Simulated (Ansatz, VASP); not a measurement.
## AlN in VASP and in Ansatz

File INCAR:

```
SYSTEM = AlN
PREC     = Accurate       ! precision mode
ENCUT    = 520            ! plane-wave cutoff, eV
EDIFF    = 1E-6           ! SCF threshold, eV
ISMEAR   = 0              ! smearing method
SIGMA    = 0.05           ! smearing width, eV
LREAL    = .False.        ! projectors in reciprocal space
LASPH    = .True.         ! aspherical terms in the spheres
NELM     = 100            ! most SCF steps
ALGO     = Normal         ! electronic algorithm
ISIF     = 2              ! what is computed and relaxed
LWAVE    = .False.        ! write WAVECAR
LCHARG   = .False.        ! write CHGCAR
GGA      = PE             ! functional
NBANDS   = 11             ! bands
```

KPOINTS

```
Automatic mesh
0
Gamma
  10 10 10
  0 0 0
```

Contents of POSCAR:

```
AlN
1.0
    0.0000000000      2.1839935596      2.1839935596
    2.1839935596      0.0000000000      2.1839935596
    2.1839935596      2.1839935596      0.0000000000
Al N
1 1
Direct
   -0.0242825847      0.0242825847      0.0000000000
    0.7500000000      0.7500000000      0.7500000000
```

Input for Ansatz:

```yaml
crystal:
  lattice:
    - [0.0, 2.1839935596, 2.1839935596]
    - [2.1839935596, 0.0, 2.1839935596]
    - [2.1839935596, 2.1839935596, 0.0]
  atoms:
    - { symbol: Al, position: [-0.0242825847, 0.0242825847, 0.0] }
    - { symbol: "N", position: [0.75, 0.75, 0.75] }
basis:
  ecutwfc: 420
kpoints:
  mp_grid: { grid: [10, 10, 10] }
hamiltonian:
  xc: pbe
scf:
  occupations: { method: gaussian, width: 0.05 }
output:
  forces: true
  stress: true
  eigenvalues: true
  write_density: true
  write_potential: true
  elf: true
  volumetric_format: npy
```

Change from the starting cell: all Al atoms moved +0.075 Å, as atom 1 along Cartesian [1 -1 0].

Alike in both runs: task single point; functional PBE; k mesh 10 × 10 × 10; occupations gaussian, width 0.05 eV; no spin polarisation.

|  | VASP | Ansatz |
| --- | --- | --- |
| version | VASP 6.6.1 | Ansatz 0.2.0 |
| potentials or method | VASP PAW PBE potentials, release 64 (Al, N), cutoff 520 eV | scalar-relativistic, plane waves, PAW |
| valence electrons in the cell | 8 | 8 |

Ansatz gave:

| Quantity | Value |
| --- | --- |
| gap on the k mesh at the Fermi level (eV) | 3.13 |
| least direct gap on the mesh (eV) | 3.98 |
| pressure (GPa) | 5.6 |
| traceless stress, the component that is largest in VASP (GPa) | 3.83 |
| rms of the force components (eV/Å) | 0.648 |

**Question.** Estimate VASP's values.

**Answer.** gap on the k mesh at the Fermi level (eV): 3.12; least direct gap on the mesh (eV): 3.99; pressure (GPa): 5.3; traceless stress, the component that is largest in VASP (GPa): 3.86; rms of the force components (eV/Å): 0.650.

Atom by atom the forces differ by 0.002 eV/Å (rms over components).
